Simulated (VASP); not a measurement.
# Si2Ni (Fm-3m) in VASP: single point with LDA

Aim: the single point of Si2Ni with LDA.

Program: VASP 6.6.1. These are calculated values, not measurements. Logs are shortened: lines on timing, memory, paths and dates and some standing lists are left out, and cuts for length are marked.

### 1 The cell of the first run

Symmetry: Fm-3m, No. 225, cubic system. The conventional cell has a = 5.386 Å, b = 5.386 Å, c = 5.386 Å, α = 90.00°, β = 90.00°, γ = 90.00°. Si (site symmetry -43m) has 4 Ni at 2.33 Å and 6 Si at 2.69 Å within 3.1 Å. Within 3.1 Å of Ni (site symmetry m-3m) lie 8 Si at 2.33 Å.

### 2 Single point, LDA

File INCAR:

```
PREC = Accurate
ENCUT = 520
EDIFF = 1E-6
ISMEAR = 0
SIGMA = 0.1
LREAL = False
LASPH = True
NELM = 100
ALGO = Normal
ISIF = 2
LWAVE = False
LCHARG = False
NBANDS = 16
```

File KPOINTS:

```
Automatic mesh
0
Gamma
  6 6 6
```

File POSCAR:

```
Si2Ni
1.0
    0.0000000000      2.6931550400      2.6931550400
    2.6931550400      0.0000000000      2.6931550400
    2.6931550400      2.6931550400      0.0000000000
Si Ni
2 1
Direct
    0.2500000000      0.2500000000      0.2500000000
    0.7500000000      0.7500000000      0.7500000000
    0.0000000000      0.0000000000      0.0000000000
```

Potentials or basis: VASP PAW LDA potentials, release 64 (Si, Ni).

Started as:

```sh
$ cat potpaw_LDA.64/Si/POTCAR potpaw_LDA.64/Ni/POTCAR > POTCAR
$ mpirun -np 1 vasp_std > vasp.out
```

OUTCAR:

```text
PREC = Accurate
   ENCUT = 520
   EDIFF = 1E-6
   ISMEAR = 0
   LREAL = False
   LASPH = True
   NELM = 100
   ISIF = 2

 ion  position               nearest neighbor table
   1  0.250  0.250  0.250-   3 2.33   3 2.33   3 2.33   3 2.33   2 2.69   2 2.69   2 2.69   2 2.69
                             2 2.69   2 2.69
   2  0.750  0.750  0.750-   3 2.33   3 2.33   3 2.33   3 2.33   1 2.69   1 2.69   1 2.69   1 2.69
                             1 2.69   1 2.69
   3  0.000  0.000  0.000-   2 2.33   2 2.33   2 2.33   1 2.33   1 2.33   1 2.33   2 2.33   1 2.33

  LATTYP: Found a face centered cubic cell.
 ALAT       =     5.3863100800

  Lattice vectors:

 A1 = (   0.0000000000,   2.6931550400,   2.6931550400)
 A2 = (   2.6931550400,   0.0000000000,   2.6931550400)
 A3 = (   2.6931550400,   2.6931550400,   0.0000000000)

Analysis of symmetry for initial positions (statically):
=====================================================================
 Subroutine PRICEL returns:
 Original cell was already a primitive cell.

 Routine SETGRP: Setting up the symmetry group for a
 face centered cubic supercell.

 Subroutine GETGRP returns: Found 48 space group operations
 (whereof 48 operations were pure point group operations)
 out of a pool of 48 trial point group operations.

The static configuration has the point symmetry O_h .

Analysis of symmetry for dynamics (positions and initial velocities):
=====================================================================
 Subroutine PRICEL returns:
 Original cell was already a primitive cell.

 Routine SETGRP: Setting up the symmetry group for a
 face centered cubic supercell.

 Subroutine GETGRP returns: Found 48 space group operations
 (whereof 48 operations were pure point group operations)
 out of a pool of 48 trial point group operations.

The dynamic configuration has the point symmetry O_h .

 Subroutine INISYM returns: Found 48 space group operations
 (whereof 48 operations are pure point group operations),
 and found     1 'primitive' translations

----------------------------------------------------------------------------------------

                                     Primitive cell

  volume of cell :      39.0674

  direct lattice vectors                    reciprocal lattice vectors
     0.000000000  2.693155040  2.693155040    -0.185655854  0.185655854  0.185655854
     2.693155040  0.000000000  2.693155040     0.185655854 -0.185655854  0.185655854
     2.693155040  2.693155040  0.000000000     0.185655854  0.185655854 -0.185655854

  length of vectors
     3.808696383  3.808696383  3.808696383     0.321565373  0.321565373  0.321565373

  position of ions in fractional coordinates (direct lattice)
     0.250000000  0.250000000  0.250000000
     0.750000000  0.750000000  0.750000000
     0.000000000  0.000000000  0.000000000

  ion indices of the primitive-cell ions
   primitive index   ion index
                 1           1
                 2           2
                 3           3

----------------------------------------------------------------------------------------

 KPOINTS: Automatic mesh

Automatic generation of k-mesh.
 Grid dimensions read from file:
 generate k-points for:    6    6    6

 Generating k-lattice:

  Cartesian coordinates                     Fractional coordinates (reciprocal lattice)
    -0.030942642  0.030942642  0.030942642     0.166666667  0.000000000  0.000000000
     0.030942642 -0.030942642  0.030942642     0.000000000  0.166666667  0.000000000
     0.030942642  0.030942642 -0.030942642     0.000000000  0.000000000  0.166666667

  Length of vectors
     0.053594229  0.053594229  0.053594229

  Shift w.r.t. Gamma in fractional coordinates (k-lattice)
     0.000000000  0.000000000  0.000000000

 Subroutine IBZKPT returns following result:
 ===========================================

 Found     16 irreducible k-points:

 Following reciprocal coordinates:
            Coordinates               Weight
  0.000000  0.000000  0.000000      1.000000
  0.166667  0.000000  0.000000      8.000000
  0.333333  0.000000  0.000000      8.000000
  0.500000  0.000000  0.000000      4.000000
  0.166667  0.166667  0.000000      6.000000
  0.333333  0.166667  0.000000     24.000000
[... 8 lines left out ...]
 -0.333333  0.333333  0.166667     24.000000
 -0.333333  0.500000  0.166667     12.000000
   k-points           NKPTS =     16   k-points in BZ     NKDIM =     16   number of bands    NBANDS=     16
   number of dos      NEDOS =    301   number of ions     NIONS =      3
   total plane-waves  NPLWV =  21952
   dimension x,y,z NGX =    28 NGY =   28 NGZ =   28
   dimension x,y,z NGXF=    56 NGYF=   56 NGZF=   56
   ions per type =               2   1
   NGX,Y,Z   is equivalent  to a cutoff of  12.22, 12.22, 12.22 a.u.
   NGXF,Y,Z  is equivalent  to a cutoff of  24.44, 24.44, 24.44 a.u.
 SYSTEM =  unknown system
   PREC   = accura    normal or accurate (medium, high low for compatibility)
   ISTART =      0    job   : 0-new  1-cont  2-samecut
   ICHARG =      2    charge: 1-file 2-atom 10-const
   ISPIN  =      1    spin polarized calculation?
   LNONCOLLINEAR =      F non collinear calculations
   LSORBIT =      F    spin-orbit coupling
   LASPH  =      T    aspherical Exc in radial PAW
   ENCUT  =  520.0 eV  38.22 Ry    6.18 a.u.   7.08  7.08  7.08*2*pi/ulx,y,z
   NELM   =    100;   NELMIN=  2; NELMDL= -5     # of ELM steps
   EDIFF  = 0.1E-05   stopping-criterion for ELM
   LREAL  =      F    real-space projection
   EDIFFG = 0.1E-04   stopping-criterion for IOM
   NSW    =      0    number of steps for IOM
   IBRION =     -1    ionic relax: 0-MD 1-quasi-New 2-CG
   NFREE  =      0    steps in history (QN), initial steepest desc. (CG)
   ISIF   =      2    stress and relaxation
   ISYM   =      2    0-nonsym 1-usesym 2-fastsym
   POTIM  = 0.5000    time-step for ionic-motion
   TEBEG  =    0.0;   TEEND  =   0.0 temperature during run
   PSTRESS=    0.0 pullay stress
   NELECT =      18.0000    total number of electrons
   NUPDOWN=      -1.0000    fix difference up-down
   EMIN   =  10.00;   EMAX   =-10.00  energy-range for DOS
   EFERMI =   0.00;   METHOD = LEGACY
   ISMEAR =     0;   SIGMA  =   0.10  broadening in eV -4-tet -1-fermi 0-gaus
   EFERMI_NEDOS =   21; number of points for ismear=-14 and -15
   IALGO  =     38    algorithm
   IMIX   =      4    mixing-type and parameters
     AMIX     =   0.40;   BMIX     =  1.00
     AMIX_MAG =   1.60;   BMIX_MAG =  1.00
  volume/ion in A,a.u.               =      13.02        87.88
  Fermi-wavevector in a.u.,A,eV,Ry     =   1.264429  2.389424 21.752718  1.598780
  Thomas-Fermi vector in A             =   2.397734
   LORBIT       =      0    0 simple, 1 ext, 2 COOP (PROOUT), +10 PAW based schemes
   GGA     = CA    functional components
   LHFCALC =     F    Hartree Fock is set to
   AEXX    =    0.0000 exact exchange contribution
   IVDW    =     0    specifies the selected vdW correction
   LEPSILON=     F    determine dielectric tensor
   LRPA    =     F    only Hartree local field effects (RPA)
 non-spin polarized calculation
 Gauss-broadening in eV      SIGMA  =   0.10
  energy-cutoff  :      520.00
  volume of cell :       39.07
 maximum number of plane-waves:      1067
   NGX = 15   NGY = 15   NGZ = 15

 number of electron      17.9999994 magnetization

 Free energy of the ion-electron system (eV)
  ---------------------------------------------------
  ext. energy  EPLUGINS =         0.00000000
  ---------------------------------------------------
  free energy    TOTEN  =       -19.89259661 eV

  energy without entropy =      -19.88608966  energy(sigma->0) =      -19.88934313

 E-fermi :  10.5608     XC(G=0): -11.8069

 val. band max:       10.5120287181   @ k =   0.5000   0.3333   0.0000
 cond. band min:      10.5644147023   @ k =   0.1667   0.1667   0.0000
 fundamental gap:      0.0523859841
 Fermi energy:        10.5608422835

 k-point     1 :       0.0000    0.0000    0.0000
  band No.  band energies     occupation
      1      -3.3941      2.00000
      2       5.2283      2.00000
      3       5.2283      2.00000
      4       5.2283      2.00000
      5       6.9423      2.00000
      6       6.9423      2.00000
[... 8 lines left out ...]
     15      15.2278      0.00000
     16      15.2278      0.00000

 k-point     2 :       0.1667    0.0000    0.0000
  band No.  band energies     occupation
      1      -2.9811      2.00000
      2       4.4461      2.00000
      3       5.3521      2.00000
      4       5.3521      2.00000
      5       6.8808      2.00000
      6       6.8808      2.00000
[... 8 lines left out ...]
     15      14.9589      0.00000
     16      15.4728      0.00000

 k-point     3 :       0.3333    0.0000    0.0000
  band No.  band energies     occupation
      1      -1.7744      2.00000
      2       2.4865      2.00000
      3       5.5773      2.00000
      4       5.5773      2.00000
      5       6.9175      2.00000
      6       6.9175      2.00000
[... 8 lines left out ...]
     15      17.3065      0.00000
     16      17.9419      0.00000

 k-point     4 :       0.5000    0.0000    0.0000
  band No.  band energies     occupation
      1      -0.1433      2.00000
      2       0.4591      2.00000
      3       5.6521      2.00000
      4       5.6521      2.00000
      5       6.7191      2.00000
      6       7.1210      2.00000
[... 8 lines left out ...]
     15      19.7371      0.00000
     16      20.4789      0.00000

 k-point     5 :       0.1667    0.1667    0.0000
  band No.  band energies     occupation
      1      -2.8436      2.00000
      2       4.5460      2.00000
      3       5.2921      2.00000
      4       5.2921      2.00000
      5       6.5745      2.00000
      6       7.0420      2.00000
[... 8 lines left out ...]
     15      16.3581      0.00000
     16      16.3581      0.00000

 k-point     6 :       0.3333    0.1667    0.0000
  band No.  band energies     occupation
      1      -1.9015      2.00000
      2       3.3111      2.00000
      3       5.4432      2.00000
      4       5.4592      2.00000
      5       6.2256      2.00000
      6       7.1246      2.00000
[... 8 lines left out ...]
     15      18.5881      0.00000
     16      18.8219      0.00000

 k-point     7 :       0.5000    0.1667    0.0000
  band No.  band energies     occupation
      1      -0.2641      2.00000
      2       1.2353      2.00000
      3       5.1968      2.00000
      4       5.7022      2.00000
      5       6.1278      2.00000
      6       6.9481      2.00000
[... 8 lines left out ...]
     15      20.0015      0.00000
     16      20.5089      0.00000

 k-point     8 :      -0.3333    0.1667    0.0000
  band No.  band energies     occupation
      1      -0.8694      2.00000
      2       1.9198      2.00000
      3       4.9131      2.00000
      4       5.8961      2.00000
      5       6.5580      2.00000
      6       6.6143      2.00000
[... 8 lines left out ...]
     15      17.4002      0.00000
     16      19.6450      0.00000

 k-point     9 :      -0.1667    0.1667    0.0000
  band No.  band energies     occupation
      1      -2.3028      2.00000
      2       3.6539      2.00000
      3       5.0955      2.00000
      4       5.6689      2.00000
      5       6.5996      2.00000
      6       7.0210      2.00000
[... 8 lines left out ...]
     15      16.2103      0.00000
     16      18.6317      0.00000

 k-point    10 :       0.3333    0.3333    0.0000
  band No.  band energies     occupation
      1      -1.2439      2.00000
      2       3.5488      2.00000
      3       4.8252      2.00000
      4       5.5682      2.00000
      5       5.5682      2.00000
      6       7.2469      2.00000
[... 8 lines left out ...]
     15      18.0557      0.00000
     16      20.6835      0.00000

 k-point    11 :       0.5000    0.3333    0.0000
  band No.  band energies     occupation
      1       0.0932      2.00000
      2       2.5332      2.00000
      3       3.5831      2.00000
      4       5.5173      2.00000
      5       5.8482      2.00000
      6       6.8806      2.00000
[... 8 lines left out ...]
     15      20.5274      0.00000
     16      21.0087      0.00000

 k-point    12 :      -0.3333    0.3333    0.0000
  band No.  band energies     occupation
      1       0.7020      2.00000
      2       1.4850      2.00000
      3       3.4521      2.00000
      4       5.6719      2.00000
      5       6.1457      2.00000
      6       6.4846      2.00000
[... 8 lines left out ...]
     15      18.3452      0.00000
     16      18.8875      0.00000

 k-point    13 :       0.5000    0.5000    0.0000
  band No.  band energies     occupation
      1       0.6421      2.00000
      2       2.4113      2.00000
      3       3.1507      2.00000
      4       5.9769      2.00000
      5       5.9769      2.00000
      6       6.8253      2.00000
[... 8 lines left out ...]
     15      20.2671      0.00000
     16      21.5882      0.00000

 k-point    14 :       0.5000    0.3333    0.1667
  band No.  band energies     occupation
      1      -0.7368      2.00000
      2       2.6075      2.00000
      3       4.6426      2.00000
      4       5.2475      2.00000
      5       6.0599      2.00000
      6       6.7804      2.00000
[... 8 lines left out ...]
     15      19.1247      0.00000
     16      19.8372      0.00000

 k-point    15 :      -0.3333    0.3333    0.1667
  band No.  band energies     occupation
      1       0.8711      2.00000
      2       1.1687      2.00000
      3       4.3479      2.00000
      4       4.4822      2.00000
      5       6.3190      2.00000
      6       6.8075      2.00000
[... 8 lines left out ...]
     15      17.8266      0.00000
     16      21.6265      0.00000

 k-point    16 :      -0.3333    0.5000    0.1667
  band No.  band energies     occupation
      1       1.0664      2.00000
      2       2.2072      2.00000
      3       2.9206      2.00000
      4       4.4159      2.00000
      5       6.5160      2.00000
      6       6.7969      2.00000
[... 8 lines left out ...]
     15      19.9890      0.00000
     16      21.3362      0.00000

------------------------ aborting loop because EDIFF is reached ----------------------------------------

  FORCE on cell =-STRESS in cart. coord.  units (eV):
  Direction    XX          YY          ZZ          XY          YZ          ZX
  --------------------------------------------------------------------------------------
  -------------------------------------------------------------------------------------
  Total       -0.6019940     -0.6019940     -0.6019940     -0.0000000     -0.0000000     -0.0000000
  in kB      -24.6881587    -24.6881587    -24.6881587     -0.0000000     -0.0000000     -0.0000000
  external PRESSURE =     -24.6881587 kB  Pullay stress =       0.0000000 kB

 VOLUME and BASIS-vectors are now :
 -----------------------------------------------------------------------------
  energy-cutoff  :      520.00
  volume of cell :       39.07
      direct lattice vectors                 reciprocal lattice vectors
     0.000000000  2.693155040  2.693155040    -0.185655854  0.185655854  0.185655854
     2.693155040  0.000000000  2.693155040     0.185655854 -0.185655854  0.185655854
     2.693155040  2.693155040  0.000000000     0.185655854  0.185655854 -0.185655854

 POSITION                                       TOTAL-FORCE (eV/Angst)
 -----------------------------------------------------------------------------------
      1.34658      1.34658      1.34658         0.000000      0.000000      0.000000
      4.03973      4.03973      4.03973        -0.000000     -0.000000     -0.000000
      0.00000      0.00000      0.00000        -0.000000      0.000000     -0.000000
 -----------------------------------------------------------------------------------
    total drift:                               -0.000000     -0.000000      0.000000

  FREE ENERGIE OF THE ION-ELECTRON SYSTEM (eV)
  ---------------------------------------------------
  free  energy   TOTEN  =       -19.8925966071 eV

  energy  without entropy=      -19.8860896576  energy(sigma->0) =      -19.88934313
```

It took 10 s on 1 thread of Intel Xeon Platinum 8259CL at 2.50GHz (Skylake/Cascade Lake), shared host; peak memory 0.14 GiB.

Results:

| Quantity | Value |
| --- | --- |
| Free energy | -19.8926 eV |
| Pressure | -2.5 GPa |
| Band gap on the k mesh | zero (band 9 reaches 12.25 eV, above the bottom of band 10 at 10.10 eV) |

Spin polarisation is off, so any magnetic state and its effect on volume and gap are missing.
